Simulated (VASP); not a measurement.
# TiAl (P-6m2) in VASP: a series of runs, part 2 of 2

VASP 6.6.1.

## Step 3: Single point, PBEsol

The input, INCAR:

```
  PREC = Accurate
  ENCUT = 520
  EDIFF = 1E-7
  ISMEAR = -1
  SIGMA = 0.05
  LREAL = F
  LASPH = T
  NELM = 100
  ALGO = Fast
  ISIF = 2
  LWAVE = F
  LCHARG = F
  GGA = PS
  NBANDS = 14
```

The input, KPOINTS:

```
regular mesh
0
Gamma
  11 11 6
```

The input, POSCAR:

```
TiAl
1.0
    2.8672622327      0.0000000000      0.0000000000
   -1.4336311163      2.4831219328      0.0000000000
    0.0000000000      0.0000000000      4.6780830000
Ti Al
1 1
Direct
    0.0000000000      0.0000000000      0.0000000000
    0.3333333333      0.6666666667      0.5000000000
```

Potentials or basis: VASP PAW PBE potentials, release 64 (Ti_sv, Al).

On the command line:

```console
$ cat potpaw_PBE.64/Ti_sv/POTCAR potpaw_PBE.64/Al/POTCAR > POTCAR
$ mpirun -np 1 vasp_std > vasp.out
```

OUTCAR:

```text
PREC = Accurate
   ENCUT = 520
   EDIFF = 1E-7
   ISMEAR = -1
   LREAL = F
   LASPH = T
   NELM = 100
   ISIF = 2
   GGA = PS

 ion  position               nearest neighbor table
   1  0.000  0.000  0.000-   2 2.87   2 2.87   2 2.87   2 2.87   2 2.87   2 2.87
   2  0.333  0.667  0.500-   1 2.87   1 2.87   1 2.87   1 2.87   1 2.87   1 2.87

  LATTYP: Found a hexagonal cell.
 ALAT       =     2.8672622327
 C/A-ratio  =     1.6315504549

  Lattice vectors:

 A1 = (   2.8672622327,   0.0000000000,   0.0000000000)
 A2 = (  -1.4336311163,   2.4831219328,   0.0000000000)
 A3 = (   0.0000000000,   0.0000000000,   4.6780830000)

Analysis of symmetry for initial positions (statically):
=====================================================================
 Subroutine PRICEL returns:
 Original cell was already a primitive cell.

 Routine SETGRP: Setting up the symmetry group for a
 hexagonal supercell.

 Subroutine GETGRP returns: Found 12 space group operations
 (whereof 12 operations were pure point group operations)
 out of a pool of 24 trial point group operations.

The static configuration has the point symmetry D_3h.

Analysis of symmetry for dynamics (positions and initial velocities):
=====================================================================
 Subroutine PRICEL returns:
 Original cell was already a primitive cell.

 Routine SETGRP: Setting up the symmetry group for a
 hexagonal supercell.

 Subroutine GETGRP returns: Found 12 space group operations
 (whereof 12 operations were pure point group operations)
 out of a pool of 24 trial point group operations.

The dynamic configuration has the point symmetry D_3h.

 Subroutine INISYM returns: Found 12 space group operations
 (whereof 12 operations are pure point group operations),
 and found     1 'primitive' translations

----------------------------------------------------------------------------------------

                                     Primitive cell

  volume of cell :      33.3068

  direct lattice vectors                    reciprocal lattice vectors
     2.867262233  0.000000000  0.000000000     0.348764751  0.201359423  0.000000000
    -1.433631116  2.483121933  0.000000000     0.000000000  0.402718846  0.000000000
     0.000000000  0.000000000  4.678083000     0.000000000  0.000000000  0.213762774

  length of vectors
     2.867262233  2.867262233  4.678083000     0.402718846  0.402718846  0.213762774

  position of ions in fractional coordinates (direct lattice)
     0.000000000  0.000000000  0.000000000
     0.333333333  0.666666667  0.500000000

  ion indices of the primitive-cell ions
   primitive index   ion index
                 1           1
                 2           2

----------------------------------------------------------------------------------------

 KPOINTS: regular mesh

Automatic generation of k-mesh.
 Grid dimensions read from file:
 generate k-points for:   11   11    6

 Generating k-lattice:

  Cartesian coordinates                     Fractional coordinates (reciprocal lattice)
     0.031705886  0.018305402  0.000000000     0.090909091  0.000000000  0.000000000
     0.000000000  0.036610804  0.000000000     0.000000000  0.090909091  0.000000000
     0.000000000  0.000000000  0.035627129     0.000000000  0.000000000  0.166666667

  Length of vectors
     0.036610804  0.036610804  0.035627129

  Shift w.r.t. Gamma in fractional coordinates (k-lattice)
     0.000000000  0.000000000  0.000000000

 Subroutine IBZKPT returns following result:
 ===========================================

 Found     64 irreducible k-points:

 Following reciprocal coordinates:
            Coordinates               Weight
  0.000000  0.000000  0.000000      1.000000
  0.090909 -0.000000  0.000000      6.000000
  0.181818  0.000000  0.000000      6.000000
  0.272727  0.000000  0.000000      6.000000
  0.363636 -0.000000  0.000000      6.000000
  0.454545  0.000000  0.000000      6.000000
[... 16 lines left out ...]
  0.090909  0.090909  0.166667     12.000000
  0.181818  0.090909  0.166667     24.000000
 [... further k-points ...]
   k-points           NKPTS =     64   k-points in BZ     NKDIM =     64   number of bands    NBANDS=     14
   number of dos      NEDOS =    301   number of ions     NIONS =      2
   total plane-waves  NPLWV =  20736
   dimension x,y,z NGX =    24 NGY =   24 NGZ =   36
   dimension x,y,z NGXF=    48 NGYF=   48 NGZF=   72
   ions per type =               1   1
   NGX,Y,Z   is equivalent  to a cutoff of  13.92, 13.92, 12.79 a.u.
   NGXF,Y,Z  is equivalent  to a cutoff of  27.83, 27.83, 25.59 a.u.
 SYSTEM =  unknown system
   PREC   = accura    normal or accurate (medium, high low for compatibility)
   ISTART =      0    job   : 0-new  1-cont  2-samecut
   ICHARG =      2    charge: 1-file 2-atom 10-const
   ISPIN  =      1    spin polarized calculation?
   LNONCOLLINEAR =      F non collinear calculations
   LSORBIT =      F    spin-orbit coupling
   LASPH  =      T    aspherical Exc in radial PAW
   ENCUT  =  520.0 eV  38.22 Ry    6.18 a.u.   5.33  5.33  8.70*2*pi/ulx,y,z
   NELM   =    100;   NELMIN=  2; NELMDL= -5     # of ELM steps
   EDIFF  = 0.1E-06   stopping-criterion for ELM
   LREAL  =      F    real-space projection
   EDIFFG = 0.1E-05   stopping-criterion for IOM
   NSW    =      0    number of steps for IOM
   IBRION =     -1    ionic relax: 0-MD 1-quasi-New 2-CG
   NFREE  =      0    steps in history (QN), initial steepest desc. (CG)
   ISIF   =      2    stress and relaxation
   ISYM   =      2    0-nonsym 1-usesym 2-fastsym
   POTIM  = 0.5000    time-step for ionic-motion
   TEBEG  =    0.0;   TEEND  =   0.0 temperature during run
   PSTRESS=    0.0 pullay stress
   NELECT =      15.0000    total number of electrons
   NUPDOWN=      -1.0000    fix difference up-down
   EMIN   =  10.00;   EMAX   =-10.00  energy-range for DOS
   EFERMI =   0.00;   METHOD = LEGACY
   ISMEAR =    -1;   SIGMA  =   0.05  broadening in eV -4-tet -1-fermi 0-gaus
   EFERMI_NEDOS =   21; number of points for ismear=-14 and -15
   IALGO  =     68    algorithm
   IMIX   =      4    mixing-type and parameters
     AMIX     =   0.40;   BMIX     =  1.00
     AMIX_MAG =   1.60;   BMIX_MAG =  1.00
  volume/ion in A,a.u.               =      16.65       112.38
  Fermi-wavevector in a.u.,A,eV,Ry     =   1.254857  2.371335 21.424622  1.574665
  Thomas-Fermi vector in A             =   2.388641
   LORBIT       =      0    0 simple, 1 ext, 2 COOP (PROOUT), +10 PAW based schemes
   GGA     = PS    functional components
   LHFCALC =     F    Hartree Fock is set to
   AEXX    =    0.0000 exact exchange contribution
   IVDW    =     0    specifies the selected vdW correction
   LEPSILON=     F    determine dielectric tensor
   LRPA    =     F    only Hartree local field effects (RPA)
 non-spin polarized calculation
 RMM-DIIS sequential band-by-band and
  energy-cutoff  :      520.00
  volume of cell :       33.31
 maximum number of plane-waves:       917
 NGX is ok and might be reduce to    24
   NGX = 11   NGY = 11   NGZ = 17

 number of electron      15.0000001 magnetization

 Free energy of the ion-electron system (eV)
  ---------------------------------------------------
  ext. energy  EPLUGINS =         0.00000000
  ---------------------------------------------------
  free energy    TOTEN  =       -12.93155608 eV

  energy without entropy =      -12.90786921  energy(sigma->0) =      -12.91971265

 E-fermi :   7.7465     XC(G=0): -11.0327

 val. band max:        7.7455530627   @ k =   0.4545   0.0909   0.3333
 cond. band min:       7.7521080262   @ k =   0.3636   0.2727   0.3333
 fundamental gap:      0.0065549636
 Fermi energy:         7.7464913409

 k-point     1 :       0.0000    0.0000    0.0000
  band No.  band energies     occupation
      1     -48.5309      2.00000
      2     -24.9510      2.00000
      3     -24.5294      2.00000
      4     -24.5294      2.00000
      5      -1.1404      2.00000
      6       5.4602      2.00000
      7       5.9519      2.00000
      8       9.0386      0.00000
      9       9.0386      0.00000
     10      10.5237      0.00000
     11      10.5237      0.00000
     12      11.6644      0.00000
     13      20.6607      0.00000
     14      20.6607      0.00000
[... 375 lines left out ...]
 k-point    24 :       0.1818    0.0909    0.1667
  band No.  band energies     occupation
      1     -48.4855      2.00000
      2     -24.9071      2.00000
      3     -24.7985      2.00000
      4     -24.6034      2.00000
      5       0.4087      2.00000
      6       5.3876      2.00000
      7       7.2151      1.99995
      8       8.0593      0.00383
      9      10.0054      0.00000
     10      10.1454      0.00000
     11      10.2485      0.00000
     12      12.9514      0.00000
     13      14.3826      0.00000
     14      15.8649      0.00000

 [... further k-points ...]
[... 5 lines left out ...]
  --------------------------------------------------------------------------------------
  -------------------------------------------------------------------------------------
  Total       -0.4847901     -0.4847901     -0.8104150     -0.0000000      0.0000000      0.0000000
  in kB      -23.3201275    -23.3201275    -38.9838456     -0.0000000      0.0000000      0.0000000
  external PRESSURE =     -28.5413669 kB  Pullay stress =       0.0000000 kB

 VOLUME and BASIS-vectors are now :
 -----------------------------------------------------------------------------
  energy-cutoff  :      520.00
  volume of cell :       33.31
      direct lattice vectors                 reciprocal lattice vectors
     2.867262233  0.000000000  0.000000000     0.348764751  0.201359423  0.000000000
    -1.433631116  2.483121933  0.000000000     0.000000000  0.402718846  0.000000000
     0.000000000  0.000000000  4.678083000     0.000000000  0.000000000  0.213762774

 POSITION                                       TOTAL-FORCE (eV/Angst)
 -----------------------------------------------------------------------------------
      0.00000      0.00000      0.00000        -0.000000      0.000000      0.000000
     -0.00000      1.65541      2.33904         0.000000      0.000000      0.000000
 -----------------------------------------------------------------------------------
    total drift:                                0.000000     -0.000000      0.000000

  FREE ENERGIE OF THE ION-ELECTRON SYSTEM (eV)
  ---------------------------------------------------
  free  energy   TOTEN  =       -12.9315560835 eV

  energy  without entropy=      -12.9078692113  energy(sigma->0) =      -12.91971265
```

OSZICAR:

```text
N       E                     dE             d eps       ncg     rms          rms(c)
DAV:   1     0.100073424756E+03    0.10007E+03   -0.70861E+03  1792   0.108E+03
DAV:   2    -0.867076841113E+01   -0.10874E+03   -0.10421E+03  1870   0.303E+02
DAV:   3    -0.144227304590E+02   -0.57520E+01   -0.56330E+01  2708   0.662E+01
[... 27 lines left out ...]
RMM:  31    -0.129315556267E+02   -0.28122E-06   -0.24319E-06  1941   0.637E-03    0.111E-03
RMM:  32    -0.129315557941E+02   -0.16740E-06   -0.19873E-06  1858   0.519E-03    0.615E-04
RMM:  33    -0.129315559163E+02   -0.12218E-06   -0.13229E-06  1510   0.439E-03    0.409E-04
RMM:  34    -0.129315560139E+02   -0.97612E-07   -0.10945E-06  1493   0.402E-03    0.208E-04
RMM:  35    -0.129315560835E+02   -0.69610E-07   -0.74333E-07  1369   0.353E-03
   1 F= -.12931556E+02 E0= -.12919713E+02  d E =-.236869E-01
```

stdout:

```text
POSCAR found type information on POSCAR TiAl
 POSCAR found :  2 types and       2 ions
 scaLAPACK will be used
 -----------------------------------------------------------------------------
|                                                                             |
|                                                                             |
|     You enforced a specific xc type in the INCAR file but a different       |
|     I HOPE YOU KNOW WHAT YOU ARE DOING!                                     |
|                                                                             |
 -----------------------------------------------------------------------------

 LDA part: xc-table for (Slater+PW92), standard interpolation
 POSCAR, INCAR and KPOINTS ok, starting setup
 FFT: planning ... GRIDC
 FFT: planning ... GRID_SOFT
 FFT: planning ... GRID
 WAVECAR not read
 entering main loop
WARNING in EDDRMM: call to ZHEGV failed, returncode =   8  4     12
WARNING in EDDRMM: call to ZHEGV failed, returncode =   6  3     13
WARNING in EDDRMM: call to ZHEGV failed, returncode =   8  4     12
 num prob  num prob RMM:  29    -0.129315549903E+02   -0.49580E-06   -0.46991E-06  1970   0.877E-03    0.302E-04
 num prob RMM:  31    -0.129315556267E+02   -0.28122E-06   -0.24319E-06  1941   0.637E-03    0.111E-03
 num prob  num prob RMM:  33    -0.129315559163E+02   -0.12218E-06   -0.13229E-06  1510   0.439E-03    0.409E-04
WARNING in EDDRMM: call to ZHEGV failed, returncode =   8  4      6
 num prob RMM:  35    -0.129315560835E+02   -0.69610E-07   -0.74333E-07  1369   0.353E-03
```

Run time: 88 s. Hardware: 1 thread of Intel Xeon Platinum 8259CL at 2.50GHz (Skylake/Cascade Lake), shared host; peak memory 0.16 GiB.

Results:

```
Free energy : -12.9316 eV
Pressure    : -2.9 GPa
```

Levels at points of the mesh, in eV from the Fermi level:
```
           k point  band 4  band 5  band 6  band 7  band 8  band 9  band 10  band 11
(0.00, 0.00, 0.00)  -32.28   -8.89   -2.29   -1.79    1.29    1.29     2.78     2.78
(0.00, 0.00, 0.50)  -32.28   -7.99   -5.25   -0.41    1.30    1.30     2.70     2.70
```

Caveat: the PAW data sets were made with another functional, which shifts forces and pressure a little.

## Step 4: Single point, PBEsol

The input, INCAR:

```
SYSTEM = TiAl
PREC = Accurate ; ENCUT = 520
EDIFF = 1E-7 ; ISMEAR = -1
SIGMA = 0.05 ; LREAL = .False.
LASPH = .True. ; NELM = 80
ALGO = Normal ; ISIF = 2
LWAVE = .False. ; LCHARG = .False.
GGA = PS ; NBANDS = 14
```

The input, KPOINTS:

```
Automatic mesh
0
Gamma
  11 11 6
  0 0 0
```

POSCAR is that of step 3.

On the command line:

```console
$ cat potpaw_PBE.64/Ti_sv/POTCAR potpaw_PBE.64/Al/POTCAR > POTCAR
$ mpirun -np 1 vasp_std > vasp.out
```

It took 42 s on 1 thread of AMD EPYC 7R43 (Zen 3), shared host; peak memory 0.14 GiB.

It converged, with:

```
Free energy : -12.9316 eV
Pressure    : -2.9 GPa
```

Stress tensor (GPa, compression positive):
```
-2.34  0.00  0.00
 0.00 -2.34  0.00
 0.00  0.00 -3.90
```

Levels at points of the mesh, in eV from the Fermi level:
| k point | band 3 | band 4 | band 5 | band 6 | band 7 | band 8 | band 9 | band 10 | band 11 | band 12 |
| --- | --- | --- | --- | --- | --- | --- | --- | --- | --- | --- |
| (0.00, 0.00, 0.00) | -32.28 | -32.28 | -8.89 | -2.29 | -1.79 | 1.29 | 1.29 | 2.78 | 2.78 | 3.92 |
| (0.00, 0.00, 0.50) | -32.28 | -32.28 | -7.99 | -5.25 | -0.41 | 1.30 | 1.30 | 2.70 | 2.70 | 6.80 |

Caveat: the PAW data sets were made with another functional, which shifts forces and pressure a little.
